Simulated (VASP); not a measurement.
# NaCl (F-43m) in VASP: a series of runs

The runs below take NaCl through relaxation of cell and atoms, single point, with r2SCAN, HSE06.

Everything below comes from runs of VASP 6.6.1. Logs are shortened: lines on timing, memory, paths and dates and some standing lists are left out, and cuts for length are marked.

### Step 1. The cell of the first run

The structure is cubic, space group F-43m (No. 216). Conventional cell: a = 6.253 Å, b = 6.253 Å, c = 6.253 Å, α = 90.00°, β = 90.00°, γ = 90.00°. Within 3.6 Å of Na (site symmetry -43m) lie 4 Cl at 2.71 Å. Cl (site symmetry -43m) has 4 Na at 2.71 Å within 3.6 Å.

### Step 2. Relaxation of cell and atoms, r2SCAN

POSCAR

```
NaCl
1.0
    0.0000000000      3.1264791970      3.1264791970
    3.1264791970      0.0000000000      3.1264791970
    3.1264791970      3.1264791970      0.0000000000
Na Cl
1 1
Direct
    0.0000000000      0.0000000000      0.0000000000
    0.2500000000      0.2500000000      0.2500000000
```

INCAR.step1

```
SYSTEM = NaCl
PREC = Accurate
ENCUT = 600
ISMEAR = -1
SIGMA = 0.02
LREAL = .False.
LASPH = .True.
NELM = 100
GGA = PE
ALGO = Normal
EDIFF = 1E-4
LWAVE = .True.
LCHARG = .False.
```

INCAR.step2

```
SYSTEM = NaCl
PREC = Accurate
ENCUT = 600
EDIFF = 1E-6
ISMEAR = -1
SIGMA = 0.02
LREAL = .False.
LASPH = .True.
NELM = 100
ALGO = Normal
ISIF = 3
LWAVE = .False.
LCHARG = .False.
METAGGA = R2SCAN
LMIXTAU = .True.
IBRION = 2
NSW = 80
EDIFFG = -0.005
ISTART = 1
```

KPOINTS

```
Automatic mesh
0
Gamma
  6 6 6
  0 0 0
```

Potentials or basis: VASP PAW PBE potentials, release 64 (Na_pv, Cl).

Command:

```console
$ cat potpaw_PBE.64/Na_pv/POTCAR potpaw_PBE.64/Cl/POTCAR > POTCAR
$ cp INCAR.step1 INCAR
$ mpirun -np 1 vasp_std > vasp.out
$ cp INCAR.step2 INCAR
$ mpirun -np 1 vasp_std > vasp.out
```

OUTCAR:

```text
SYSTEM = NaCl
   PREC = Accurate
   ENCUT = 600
   EDIFF = 1E-6
   ISMEAR = -1
   LREAL = .False.
   LASPH = .True.
   NELM = 100
   ISIF = 3
   METAGGA = R2SCAN
   IBRION = 2
   NSW = 80
   EDIFFG = -0.005
   ISTART = 1

 ion  position               nearest neighbor table
   1  0.000  0.000  0.000-   2 2.71   2 2.71   2 2.71   2 2.71
   2  0.250  0.250  0.250-   1 2.71   1 2.71   1 2.71   1 2.71

  LATTYP: Found a face centered cubic cell.
 ALAT       =     6.2529583940

  Lattice vectors:

 A1 = (   0.0000000000,   3.1264791970,   3.1264791970)
 A2 = (   3.1264791970,   0.0000000000,   3.1264791970)
 A3 = (   3.1264791970,   3.1264791970,   0.0000000000)

Analysis of symmetry for initial positions (statically):
=====================================================================
 Subroutine PRICEL returns:
 Original cell was already a primitive cell.

 Routine SETGRP: Setting up the symmetry group for a
 face centered cubic supercell.

 Subroutine GETGRP returns: Found 24 space group operations
 (whereof 24 operations were pure point group operations)
 out of a pool of 48 trial point group operations.

The static configuration has the point symmetry T_d .

Analysis of symmetry for dynamics (positions and initial velocities):
=====================================================================
 Subroutine PRICEL returns:
 Original cell was already a primitive cell.

 Routine SETGRP: Setting up the symmetry group for a
 face centered cubic supercell.

 Subroutine GETGRP returns: Found 24 space group operations
 (whereof 24 operations were pure point group operations)
 out of a pool of 48 trial point group operations.

The dynamic configuration has the point symmetry T_d .

 Subroutine INISYM returns: Found 24 space group operations
 (whereof 24 operations are pure point group operations),
 and found     1 'primitive' translations

----------------------------------------------------------------------------------------

                                     Primitive cell

  volume of cell :      61.1219

  direct lattice vectors                    reciprocal lattice vectors
     0.000000000  3.126479197  3.126479197    -0.159924301  0.159924301  0.159924301
     3.126479197  0.000000000  3.126479197     0.159924301 -0.159924301  0.159924301
     3.126479197  3.126479197  0.000000000     0.159924301  0.159924301 -0.159924301

  length of vectors
     4.421509283  4.421509283  4.421509283     0.276997015  0.276997015  0.276997015

  position of ions in fractional coordinates (direct lattice)
     0.000000000  0.000000000  0.000000000
     0.250000000  0.250000000  0.250000000

  ion indices of the primitive-cell ions
   primitive index   ion index
                 1           1
                 2           2

----------------------------------------------------------------------------------------

 KPOINTS: Automatic mesh

Automatic generation of k-mesh.
 Grid dimensions read from file:
 generate k-points for:    6    6    6

 Generating k-lattice:

  Cartesian coordinates                     Fractional coordinates (reciprocal lattice)
    -0.026654050  0.026654050  0.026654050     0.166666667  0.000000000  0.000000000
     0.026654050 -0.026654050  0.026654050     0.000000000  0.166666667  0.000000000
     0.026654050  0.026654050 -0.026654050     0.000000000  0.000000000  0.166666667

  Length of vectors
     0.046166169  0.046166169  0.046166169

  Shift w.r.t. Gamma in fractional coordinates (k-lattice)
     0.000000000  0.000000000  0.000000000

 Subroutine IBZKPT returns following result:
 ===========================================

 Found     16 irreducible k-points:

 Following reciprocal coordinates:
            Coordinates               Weight
  0.000000  0.000000  0.000000      1.000000
  0.166667  0.000000  0.000000      8.000000
  0.333333  0.000000  0.000000      8.000000
  0.500000  0.000000  0.000000      4.000000
  0.166667  0.166667  0.000000      6.000000
  0.333333  0.166667  0.000000     24.000000
[... 8 lines left out ...]
 -0.333333  0.333333  0.166667     24.000000
 -0.333333  0.500000  0.166667     12.000000
   k-points           NKPTS =     16   k-points in BZ     NKDIM =     16   number of bands    NBANDS=     11
   number of dos      NEDOS =    301   number of ions     NIONS =      2
   total plane-waves  NPLWV =  46656
   dimension x,y,z NGX =    36 NGY =   36 NGZ =   36
   dimension x,y,z NGXF=    72 NGYF=   72 NGZF=   72
   ions per type =               1   1
   NGX,Y,Z   is equivalent  to a cutoff of  13.54, 13.54, 13.54 a.u.
   NGXF,Y,Z  is equivalent  to a cutoff of  27.07, 27.07, 27.07 a.u.
 SYSTEM =  NaCl
   PREC   = accura    normal or accurate (medium, high low for compatibility)
   ISTART =      1    job   : 0-new  1-cont  2-samecut
   ICHARG =      0    charge: 1-file 2-atom 10-const
   ISPIN  =      1    spin polarized calculation?
   LNONCOLLINEAR =      F non collinear calculations
   LSORBIT =      F    spin-orbit coupling
   LASPH  =      T    aspherical Exc in radial PAW
   ENCUT  =  600.0 eV  44.10 Ry    6.64 a.u.   8.83  8.83  8.83*2*pi/ulx,y,z
   NELM   =    100;   NELMIN=  2; NELMDL=  0     # of ELM steps
   EDIFF  = 0.1E-05   stopping-criterion for ELM
   LREAL  =      F    real-space projection
   EDIFFG = -.5E-02   stopping-criterion for IOM
   NSW    =     80    number of steps for IOM
   IBRION =      2    ionic relax: 0-MD 1-quasi-New 2-CG
   NFREE  =      1    steps in history (QN), initial steepest desc. (CG)
   ISIF   =      3    stress and relaxation
   ISYM   =      2    0-nonsym 1-usesym 2-fastsym
   POTIM  = 0.5000    time-step for ionic-motion
   TEBEG  =    0.0;   TEEND  =   0.0 temperature during run
   PSTRESS=    0.0 pullay stress
   NELECT =      14.0000    total number of electrons
   NUPDOWN=      -1.0000    fix difference up-down
   EMIN   =  10.00;   EMAX   =-10.00  energy-range for DOS
   EFERMI =   0.00;   METHOD = LEGACY
   ISMEAR =    -1;   SIGMA  =   0.02  broadening in eV -4-tet -1-fermi 0-gaus
   EFERMI_NEDOS =   21; number of points for ismear=-14 and -15
   IALGO  =     38    algorithm
   IMIX   =      4    mixing-type and parameters
     AMIX     =   0.40;   BMIX     =  1.00
     AMIX_MAG =   1.60;   BMIX_MAG =  1.00
  volume/ion in A,a.u.               =      30.56       206.24
  Fermi-wavevector in a.u.,A,eV,Ry     =   1.001656  1.892856 13.650928  1.003315
  Thomas-Fermi vector in A             =   2.134092
   LORBIT       =      0    0 simple, 1 ext, 2 COOP (PROOUT), +10 PAW based schemes
   METAGGA = R2SCAN    functional components
   LHFCALC =     F    Hartree Fock is set to
   AEXX    =    0.0000 exact exchange contribution
   IVDW    =     0    specifies the selected vdW correction
   LEPSILON=     F    determine dielectric tensor
   LRPA    =     F    only Hartree local field effects (RPA)
 conjugate gradient relaxation of ions
 non-spin polarized calculation
  energy-cutoff  :      600.00
  volume of cell :       61.12
 maximum number of plane-waves:      2085
   NGX = 17   NGY = 17   NGZ = 17

--------------------------------------- Ionic step        1  -------------------------------------------

 number of electron      14.0000007 magnetization

 Free energy of the ion-electron system (eV)
  ---------------------------------------------------
  ext. energy  EPLUGINS =         0.00000000
  ---------------------------------------------------
  free energy    TOTEN  =       -13.55622491 eV

  energy without entropy =      -13.55622491  energy(sigma->0) =      -13.55622491

------------------------ aborting loop because EDIFF is reached ----------------------------------------

  FORCE on cell =-STRESS in cart. coord.  units (eV):
  Direction    XX          YY          ZZ          XY          YZ          ZX
  --------------------------------------------------------------------------------------
  -------------------------------------------------------------------------------------
  Total       -0.2816100     -0.2816100     -0.2816100      0.0000000      0.0000000     -0.0000000
  in kB       -7.3817960     -7.3817960     -7.3817960      0.0000000      0.0000000     -0.0000000
  external PRESSURE =      -7.3817960 kB  Pullay stress =       0.0000000 kB

 VOLUME and BASIS-vectors are now :
 -----------------------------------------------------------------------------
  energy-cutoff  :      600.00
  volume of cell :       61.12
      direct lattice vectors                 reciprocal lattice vectors
     0.000000000  3.126479197  3.126479197    -0.159924301  0.159924301  0.159924301
     3.126479197  0.000000000  3.126479197     0.159924301 -0.159924301  0.159924301
     3.126479197  3.126479197  0.000000000     0.159924301  0.159924301 -0.159924301

 POSITION                                       TOTAL-FORCE (eV/Angst)
 -----------------------------------------------------------------------------------
      0.00000      0.00000      0.00000         0.000000      0.000000      0.000000
      1.56324      1.56324      1.56324        -0.000000     -0.000000     -0.000000
 -----------------------------------------------------------------------------------
    total drift:                                0.000000      0.000000      0.000000

  FREE ENERGIE OF THE ION-ELECTRON SYSTEM (eV)
  ---------------------------------------------------
  free  energy   TOTEN  =       -13.5562249092 eV
[... 89 lines left out ...]
 VOLUME and BASIS-vectors are now :
 -----------------------------------------------------------------------------
  energy-cutoff  :      600.00
  volume of cell :       57.66
      direct lattice vectors                 reciprocal lattice vectors
    -0.000000000  3.066323981  3.066323981    -0.163061700  0.163061700  0.163061700
     3.066323981  0.000000000  3.066323981     0.163061700 -0.163061700  0.163061700
     3.066323981  3.066323981  0.000000000     0.163061700  0.163061700 -0.163061700

 POSITION                                       TOTAL-FORCE (eV/Angst)
 -----------------------------------------------------------------------------------
     -0.00000      3.06632      3.06632         0.000000     -0.000000      0.000000
      1.53316      1.53316      1.53316        -0.000000      0.000000     -0.000000
 -----------------------------------------------------------------------------------
    total drift:                                0.000002      0.000002      0.000002

  FREE ENERGIE OF THE ION-ELECTRON SYSTEM (eV)
  ---------------------------------------------------
  free  energy   TOTEN  =       -13.5628602976 eV

  energy  without entropy=      -13.5628602976  energy(sigma->0) =      -13.56286030

--------------------------------------- Ionic step        5  -------------------------------------------

 number of electron      13.9999992 magnetization

 Free energy of the ion-electron system (eV)
  ---------------------------------------------------
  ext. energy  EPLUGINS =         0.00000000
  ---------------------------------------------------
  free energy    TOTEN  =       -13.56335453 eV

  energy without entropy =      -13.56335453  energy(sigma->0) =      -13.56335453

 E-fermi :  -2.3751     XC(G=0):  -7.2877

 val. band max:       -2.8157407210   @ k =   0.0000   0.0000   0.0000
 cond. band min:       2.7659960606   @ k =   0.0000   0.0000   0.0000
 fundamental gap:      5.5817367816
 Fermi energy:        -2.3751264455

 k-point     1 :       0.0000    0.0000    0.0000
  band No.  band energies     occupation
      1     -24.0931      2.00000
      2     -24.0928      2.00000
      3     -24.0928      2.00000
      4     -15.4867      2.00000
      5      -2.8158      2.00000
      6      -2.8158      2.00000
      7      -2.8157      2.00000
      8       2.7660      0.00000
      9       9.2757      0.00000
     10       9.2757      0.00000
     11       9.2760      0.00000

 k-point     2 :       0.1667    0.0000    0.0000
  band No.  band energies     occupation
      1     -24.0966      2.00000
      2     -24.0935      2.00000
      3     -24.0932      2.00000
      4     -15.4500      2.00000
      5      -3.1278      2.00000
      6      -2.8391      2.00000
      7      -2.8391      2.00000
      8       3.3775      0.00000
      9       8.6189      0.00000
     10       9.3610      0.00000
     11       9.3612      0.00000

 k-point     3 :       0.3333    0.0000    0.0000
  band No.  band energies     occupation
      1     -24.1041      2.00000
      2     -24.0943      2.00000
      3     -24.0940      2.00000
      4     -15.3756      2.00000
      5      -3.6452      2.00000
      6      -2.8847      2.00000
      7      -2.8846      2.00000
      8       4.6542      0.00000
      9       7.4742      0.00000
     10       8.8430      0.00000
     11       8.8431      0.00000
[... 193 lines left out ...]
 VOLUME and BASIS-vectors are now :
 -----------------------------------------------------------------------------
  energy-cutoff  :      600.00
  volume of cell :       58.48
      direct lattice vectors                 reciprocal lattice vectors
    -0.000000000  3.080825532  3.080825532    -0.162294163  0.162294163  0.162294163
     3.080825532  0.000000000  3.080825532     0.162294163 -0.162294163  0.162294163
     3.080825532  3.080825532  0.000000000     0.162294163  0.162294163 -0.162294163

 POSITION                                       TOTAL-FORCE (eV/Angst)
 -----------------------------------------------------------------------------------
      0.00000      0.00000      0.00000         0.000000     -0.000000      0.000000
      1.54041      1.54041      1.54041        -0.000000      0.000000     -0.000000
 -----------------------------------------------------------------------------------
    total drift:                                0.000002      0.000002      0.000002

  FREE ENERGIE OF THE ION-ELECTRON SYSTEM (eV)
  ---------------------------------------------------
  free  energy   TOTEN  =       -13.5633545336 eV

  energy  without entropy=      -13.5633545336  energy(sigma->0) =      -13.56335453

 reached required accuracy - stopping structural energy minimisation
```

Wall time 6.4 min (1 thread of Oxide Virtual Turin-like, shared host); peak memory 0.18 GiB.

What came out:

```
Free energy                           : -13.5634 eV
Relaxed volume                        : 29.24 Å³/atom
Relaxed cell                          : a = 4.357 Å, b = 4.357 Å, c = 4.357 Å, α = 60.00°, β = 60.00°, γ = 60.00°
Space group after relaxing (to 0.1 Å) : F-43m (No. 216)
Energy gained by relaxing             : 3.6 meV/atom
Ionic steps                           : 5
Pressure after relaxing               : 0.0 GPa
Band gap on the k mesh                : 5.58 eV
```

Step by step:
| step | energy change (eV) | largest force (eV/Å) | pressure (GPa) | volume (Å³) |
| --- | --- | --- | --- | --- |
| 1 | 0.0000 | 0.0000 | -0.74 | 61.12 |
| 2 | -0.0048 | 0.0000 | -0.43 | 59.88 |
| 3 | -0.0065 | 0.0000 | -0.22 | 59.14 |
| 4 | -0.0066 | 0.0000 | 0.28 | 57.66 |
| 5 | -0.0071 | 0.0000 | -0.01 | 58.48 |

Final structure:
```
Na Cl
1.0
     0.00000    3.08083    3.08083
     3.08083    0.00000    3.08083
     3.08083    3.08083    0.00000
Na Cl
1 1
Direct
  0.00000 0.00000 0.00000
  0.25000 0.25000 0.25000
```

Caveat: the structure was generated, so it needn't be the stable form of NaCl; the PAW data sets were made with another functional, which shifts forces and pressure a little.

### Step 3. Single point, HSE06

This run uses another cell than the first one, of 30.01 Å³/atom.

POSCAR

```
NaCl
1.0
    0.0000000000      3.1074989115      3.1074989115
    3.1074989115      0.0000000000      3.1074989115
    3.1074989115      3.1074989115      0.0000000000
Na Cl
1 1
Direct
    0.0000000000      0.0000000000      0.0000000000
    0.2500000000      0.2500000000      0.2500000000
```

INCAR.step1

```
SYSTEM = NaCl
PREC = Accurate
ENCUT = 520
EDIFF = 1E-5
ISMEAR = -1
SIGMA = 0.02
LREAL = .False.
LASPH = .True.
NELM = 100
ALGO = Normal
ISIF = 2
LWAVE = .True.
LCHARG = .False.
NBANDS = 14
GGA = PE
```

INCAR.step2

```
SYSTEM = NaCl
PREC = Accurate
ENCUT = 520
EDIFF = 1E-6
ISMEAR = -1
SIGMA = 0.02
LREAL = .False.
LASPH = .True.
NELM = 100
ALGO = Normal
ISIF = 2
LWAVE = .False.
LCHARG = .False.
GGA = PE
LHFCALC = .True.
HFSCREEN = 0.2079
PRECFOCK = Normal
NBANDS = 14
ISTART = 1
```

KPOINTS

```
Automatic mesh
0
Gamma
  4 4 4
  0 0 0
```

Potentials or basis: VASP PAW PBE potentials, release 64 (Na_pv, Cl).

Command:

```console
$ cat potpaw_PBE.64/Na_pv/POTCAR potpaw_PBE.64/Cl/POTCAR > POTCAR
$ cp INCAR.step1 INCAR
$ mpirun -np 1 vasp_std > vasp.out
$ cp INCAR.step2 INCAR
$ mpirun -np 1 vasp_std > vasp.out
```

Run time: 6.2 min. Hardware: 1 thread of Oxide Virtual Turin-like, shared host; peak memory 0.26 GiB.

Results (log left out):

| Property | Result |
| --- | --- |
| Free energy | -7.7277 eV |
| Pressure | 0.0 GPa |
| Band gap on the k mesh | 6.19 eV |

Levels at points of the mesh, in eV from the valence-band top:
```
           k point  band 3  band 4  band 5  band 6  band 7  band 8  band 9  band 10  band 11  band 12
(0.00, 0.00, 0.00)  -22.69  -13.24    0.00    0.00    0.00    6.19   12.67    12.67    12.67    14.54
(0.50, 0.00, 0.00)  -22.69  -13.09   -1.07   -0.10   -0.10    8.89   10.19    12.06    12.06    15.66
(0.50, 0.50, 0.00)  -22.69  -13.05   -0.98   -0.31   -0.31    8.28   10.42    12.02    14.56    14.56
```

Caveat: the k points lie up to 0.44 Å⁻¹ apart; the structure was generated, so it needn't be the stable form of NaCl; the PAW data sets were made with another functional, which shifts forces and pressure a little.

(Continued in part 2 of 2.)
